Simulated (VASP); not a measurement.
# MgS in VASP: settings compared

The runs below take MgS through single point, relaxation of cell and atoms, with r2SCAN, PBE.

Program: VASP 6.6.1. These are calculated values, not measurements. Logs are shortened: lines on timing, memory, paths and dates and some standing lists are left out, and cuts for length are marked.

### Step 1. The cell of the first run

It takes space group Fm-3m (No. 225, cubic). The conventional cell has a = 5.230 Å, b = 5.230 Å, c = 5.230 Å, α = 90.00°, β = 90.00°, γ = 90.00°. Mg (site symmetry m-3m) has 6 S at 2.62 Å within 3.4 Å. Within 3.4 Å of S (site symmetry m-3m) lie 6 Mg at 2.62 Å.

### Step 2. Single point, r2SCAN

Input file POSCAR:

```
MgS
1.0
    0.0000000000      2.6150637132      2.6150637132
    2.6150637132      0.0000000000      2.6150637132
    2.6150637132      2.6150637132      0.0000000000
Mg S
1 1
Direct
    0.5000000000      0.5000000000      0.5000000000
    0.0000000000      0.0000000000      0.0000000000
```

Input file INCAR.step1:

```
SYSTEM = MgS
ALGO = Normal ; EDIFF = 1E-4
ENCUT = 520 ; GGA = PE
ISMEAR = 0 ; LASPH = .True.
LCHARG = .False. ; LREAL = .False.
LWAVE = .True. ; NBANDS = 11
NELM = 60 ; PREC = Accurate
SIGMA = 0.02
```

Input file INCAR.step2:

```
SYSTEM = MgS
ALGO = Normal ; EDIFF = 1E-6
ENCUT = 520 ; ISIF = 2
ISMEAR = 0 ; ISTART = 1
LASPH = .True. ; LCHARG = .True.
LELF = .True. ; LMIXTAU = .True.
LREAL = .False. ; LVHAR = .True.
LWAVE = .False. ; METAGGA = R2SCAN
NBANDS = 11 ; NELM = 60
PREC = Accurate ; SIGMA = 0.02
```

Input file KPOINTS:

```
k-points
0
Gamma
  8 8 8
  0 0 0
```

Potentials or basis: VASP PAW PBE potentials, release 64 (Mg, S).

On the command line:

```sh
$ cat potpaw_PBE.64/Mg/POTCAR potpaw_PBE.64/S/POTCAR > POTCAR
$ cp INCAR.step1 INCAR
$ mpirun -np 1 vasp_std > vasp.out
$ cp INCAR.step2 INCAR
$ mpirun -np 1 vasp_std > vasp.out
```

OUTCAR:

```text
SYSTEM = MgS
   EDIFF = 1E-6
   ENCUT = 520
   ISIF = 2
   ISMEAR = 0
   ISTART = 1
   LASPH = .True.
   LREAL = .False.
   METAGGA = R2SCAN
   NELM = 60
   PREC = Accurate

 ion  position               nearest neighbor table
   1  0.500  0.500  0.500-   2 2.62   2 2.62   2 2.62   2 2.62   2 2.62   2 2.62
   2  0.000  0.000  0.000-   1 2.62   1 2.62   1 2.62   1 2.62   1 2.62   1 2.62

  LATTYP: Found a face centered cubic cell.
 ALAT       =     5.2301274264

  Lattice vectors:

 A1 = (   0.0000000000,   2.6150637132,   2.6150637132)
 A2 = (   2.6150637132,   0.0000000000,   2.6150637132)
 A3 = (   2.6150637132,   2.6150637132,   0.0000000000)

Analysis of symmetry for initial positions (statically):
=====================================================================
 Subroutine PRICEL returns:
 Original cell was already a primitive cell.

 Routine SETGRP: Setting up the symmetry group for a
 face centered cubic supercell.

 Subroutine GETGRP returns: Found 48 space group operations
 (whereof 48 operations were pure point group operations)
 out of a pool of 48 trial point group operations.

The static configuration has the point symmetry O_h .

Analysis of symmetry for dynamics (positions and initial velocities):
=====================================================================
 Subroutine PRICEL returns:
 Original cell was already a primitive cell.

 Routine SETGRP: Setting up the symmetry group for a
 face centered cubic supercell.

 Subroutine GETGRP returns: Found 48 space group operations
 (whereof 48 operations were pure point group operations)
 out of a pool of 48 trial point group operations.

The dynamic configuration has the point symmetry O_h .

 Subroutine INISYM returns: Found 48 space group operations
 (whereof 48 operations are pure point group operations),
 and found     1 'primitive' translations

----------------------------------------------------------------------------------------

                                     Primitive cell

  volume of cell :      35.7665

  direct lattice vectors                    reciprocal lattice vectors
     0.000000000  2.615063713  2.615063713    -0.191199930  0.191199930  0.191199930
     2.615063713  0.000000000  2.615063713     0.191199930 -0.191199930  0.191199930
     2.615063713  2.615063713  0.000000000     0.191199930  0.191199930 -0.191199930

  length of vectors
     3.698258570  3.698258570  3.698258570     0.331167994  0.331167994  0.331167994

  position of ions in fractional coordinates (direct lattice)
     0.500000000  0.500000000  0.500000000
     0.000000000  0.000000000  0.000000000

  ion indices of the primitive-cell ions
   primitive index   ion index
                 1           1
                 2           2

----------------------------------------------------------------------------------------

 KPOINTS: k-points

Automatic generation of k-mesh.
 Grid dimensions read from file:
 generate k-points for:    8    8    8

 Generating k-lattice:

  Cartesian coordinates                     Fractional coordinates (reciprocal lattice)
    -0.023899991  0.023899991  0.023899991     0.125000000  0.000000000  0.000000000
     0.023899991 -0.023899991  0.023899991     0.000000000  0.125000000  0.000000000
     0.023899991  0.023899991 -0.023899991     0.000000000  0.000000000  0.125000000

  Length of vectors
     0.041395999  0.041395999  0.041395999

  Shift w.r.t. Gamma in fractional coordinates (k-lattice)
     0.000000000  0.000000000  0.000000000

 Subroutine IBZKPT returns following result:
 ===========================================

 Found     29 irreducible k-points:

 Following reciprocal coordinates:
            Coordinates               Weight
  0.000000  0.000000  0.000000      1.000000
  0.125000  0.000000  0.000000      8.000000
  0.250000  0.000000  0.000000      8.000000
  0.375000  0.000000  0.000000      8.000000
  0.500000  0.000000  0.000000      4.000000
  0.125000  0.125000  0.000000      6.000000
[... 16 lines left out ...]
  0.500000  0.250000  0.125000     48.000000
 -0.375000  0.250000  0.125000     24.000000
 [... further k-points ...]
   k-points           NKPTS =     29   k-points in BZ     NKDIM =     29   number of bands    NBANDS=     11
   number of dos      NEDOS =    301   number of ions     NIONS =      2
   total plane-waves  NPLWV =  21952
   dimension x,y,z NGX =    28 NGY =   28 NGZ =   28
   dimension x,y,z NGXF=    56 NGYF=   56 NGZF=   56
   ions per type =               1   1
   NGX,Y,Z   is equivalent  to a cutoff of  12.59, 12.59, 12.59 a.u.
   NGXF,Y,Z  is equivalent  to a cutoff of  25.17, 25.17, 25.17 a.u.
 SYSTEM =  MgS
   PREC   = accura    normal or accurate (medium, high low for compatibility)
   ISTART =      1    job   : 0-new  1-cont  2-samecut
   ICHARG =      0    charge: 1-file 2-atom 10-const
   ISPIN  =      1    spin polarized calculation?
   LNONCOLLINEAR =      F non collinear calculations
   LSORBIT =      F    spin-orbit coupling
   LASPH  =      T    aspherical Exc in radial PAW
   ENCUT  =  520.0 eV  38.22 Ry    6.18 a.u.   6.88  6.88  6.88*2*pi/ulx,y,z
   NELM   =     60;   NELMIN=  2; NELMDL=  0     # of ELM steps
   EDIFF  = 0.1E-05   stopping-criterion for ELM
   LREAL  =      F    real-space projection
   EDIFFG = 0.1E-04   stopping-criterion for IOM
   NSW    =      0    number of steps for IOM
   IBRION =     -1    ionic relax: 0-MD 1-quasi-New 2-CG
   NFREE  =      0    steps in history (QN), initial steepest desc. (CG)
   ISIF   =      2    stress and relaxation
   ISYM   =      2    0-nonsym 1-usesym 2-fastsym
   POTIM  = 0.5000    time-step for ionic-motion
   TEBEG  =    0.0;   TEEND  =   0.0 temperature during run
   PSTRESS=    0.0 pullay stress
   NELECT =       8.0000    total number of electrons
   NUPDOWN=      -1.0000    fix difference up-down
   EMIN   =  10.00;   EMAX   =-10.00  energy-range for DOS
   EFERMI =   0.00;   METHOD = LEGACY
   ISMEAR =     0;   SIGMA  =   0.02  broadening in eV -4-tet -1-fermi 0-gaus
   EFERMI_NEDOS =   21; number of points for ismear=-14 and -15
   IALGO  =     38    algorithm
   IMIX   =      4    mixing-type and parameters
     AMIX     =   0.40;   BMIX     =  1.00
     AMIX_MAG =   1.60;   BMIX_MAG =  1.00
  volume/ion in A,a.u.               =      17.88       120.68
  Fermi-wavevector in a.u.,A,eV,Ry     =   0.993755  1.877924 13.436413  0.987549
  Thomas-Fermi vector in A             =   2.125659
   LORBIT       =      0    0 simple, 1 ext, 2 COOP (PROOUT), +10 PAW based schemes
   METAGGA = R2SCAN    functional components
   LHFCALC =     F    Hartree Fock is set to
   AEXX    =    0.0000 exact exchange contribution
   IVDW    =     0    specifies the selected vdW correction
   LEPSILON=     F    determine dielectric tensor
   LRPA    =     F    only Hartree local field effects (RPA)
 non-spin polarized calculation
 Gauss-broadening in eV      SIGMA  =   0.02
  energy-cutoff  :      520.00
  volume of cell :       35.77
 maximum number of plane-waves:       982
   NGX = 13   NGY = 13   NGZ = 13

 number of electron       8.0000000 magnetization

 Free energy of the ion-electron system (eV)
  ---------------------------------------------------
  ext. energy  EPLUGINS =         0.00000000
  ---------------------------------------------------
  free energy    TOTEN  =       -15.50692687 eV

  energy without entropy =      -15.50692687  energy(sigma->0) =      -15.50692687

 E-fermi :   3.4873     XC(G=0): -10.0218

 val. band max:        3.3568452037   @ k =   0.0000   0.0000   0.0000
 cond. band min:       6.7568481617   @ k =   0.5000   0.5000   0.0000
 fundamental gap:      3.4000029579
 Fermi energy:         3.4872724348

 k-point     1 :       0.0000    0.0000    0.0000
  band No.  band energies     occupation
      1      -9.7369      2.00000
      2       3.3568      2.00000
      3       3.3568      2.00000
      4       3.3568      2.00000
      5       7.8430      0.00000
      6      11.8978      0.00000
      7      11.8978      0.00000
      8      11.8978      0.00000
      9      14.2798      0.00000
     10      14.2798      0.00000
     11      16.8563      0.00000

 k-point     2 :       0.1250    0.0000    0.0000
  band No.  band energies     occupation
      1      -9.5855      2.00000
      2       2.3551      2.00000
      3       3.2546      2.00000
      4       3.2546      2.00000
      5       8.6056      0.00000
      6      11.6125      0.00000
      7      12.1522      0.00000
      8      12.1522      0.00000
      9      13.6828      0.00000
     10      13.6828      0.00000
     11      17.0212      0.00000

 k-point     3 :       0.2500    0.0000    0.0000
  band No.  band energies     occupation
      1      -9.1780      2.00000
      2       0.5989      2.00000
      3       3.0303      2.00000
      4       3.0303      2.00000
      5       9.0043      0.00000
      6      11.7681      0.00000
      7      11.7681      0.00000
      8      12.3879      0.00000
      9      14.2986      0.00000
     10      14.2986      0.00000
     11      16.2117      0.00000

 k-point     4 :       0.3750    0.0000    0.0000
  band No.  band energies     occupation
      1      -8.6856      2.00000
      2      -0.8557      2.00000
      3       2.8313      2.00000
      4       2.8313      2.00000
      5       8.6976      0.00000
      6      11.0918      0.00000
      7      11.0918      0.00000
      8      13.9992      0.00000
      9      15.8959      0.00000
     10      16.3120      0.00000
     11      16.3121      0.00000
[... 239 lines left out ...]
 k-point    22 :       0.3750    0.2500    0.1250
  band No.  band energies     occupation
      1      -8.8597      2.00000
      2       0.3305      2.00000
      3       1.9149      2.00000
      4       2.6808      2.00000
      5       9.8051      0.00000
      6      10.4548      0.00000
      7      11.1197      0.00000
      8      13.2296      0.00000
      9      14.1572      0.00000
     10      17.0707      0.00000
     11      19.2474      0.00000

 k-point    23 :       0.5000    0.2500    0.1250
  band No.  band energies     occupation
      1      -8.4447      2.00000
      2      -0.5174      2.00000
      3       1.3814      2.00000
      4       2.3707      2.00000
      5       9.5957      0.00000
      6      10.3817      0.00000
      7      11.8158      0.00000
      8      13.0431      0.00000
      9      15.7843      0.00000
     10      18.5262      0.00000
     11      19.2292      0.00000

 k-point    24 :      -0.3750    0.2500    0.1250
  band No.  band energies     occupation
      1      -8.2481      2.00000
      2      -0.9108      2.00000
      3       1.2388      2.00000
      4       2.2108      2.00000
      5       9.5389      0.00000
      6      10.0985      0.00000
      7      12.4053      0.00000
      8      13.5071      0.00000
      9      16.4089      0.00000
     10      17.6007      0.00000
     11      19.6943      0.00000

 [... further k-points ...]
[... 5 lines left out ...]
  --------------------------------------------------------------------------------------
  -------------------------------------------------------------------------------------
  Total       -0.3704810     -0.3704810     -0.3704810      0.0000000     -0.0000000      0.0000000
  in kB      -16.5958559    -16.5958559    -16.5958559      0.0000000     -0.0000000      0.0000000
  external PRESSURE =     -16.5958559 kB  Pullay stress =       0.0000000 kB

 VOLUME and BASIS-vectors are now :
 -----------------------------------------------------------------------------
  energy-cutoff  :      520.00
  volume of cell :       35.77
      direct lattice vectors                 reciprocal lattice vectors
     0.000000000  2.615063713  2.615063713    -0.191199930  0.191199930  0.191199930
     2.615063713  0.000000000  2.615063713     0.191199930 -0.191199930  0.191199930
     2.615063713  2.615063713  0.000000000     0.191199930  0.191199930 -0.191199930

 POSITION                                       TOTAL-FORCE (eV/Angst)
 -----------------------------------------------------------------------------------
      2.61506      2.61506      2.61506         0.000000     -0.000000      0.000000
      0.00000      0.00000      0.00000        -0.000000      0.000000     -0.000000
 -----------------------------------------------------------------------------------
    total drift:                               -0.000000     -0.000000      0.000000

  FREE ENERGIE OF THE ION-ELECTRON SYSTEM (eV)
  ---------------------------------------------------
  free  energy   TOTEN  =       -15.5069268717 eV

  energy  without entropy=      -15.5069268717  energy(sigma->0) =      -15.50692687
```

It took 49 s on 1 thread of Intel Xeon Platinum 8488C (Sapphire Rapids), shared host; peak memory 0.16 GiB.

Results:

```
Free energy            : -15.5069 eV
Pressure               : -1.7 GPa
Band gap on the k mesh : 3.40 eV, indirect (least direct gap 4.49 eV)
```

Caveat: the PAW data sets were made with another functional, which shifts forces and pressure a little. A k mesh can miss the band edges.

(Continued in part 2 of 2.)
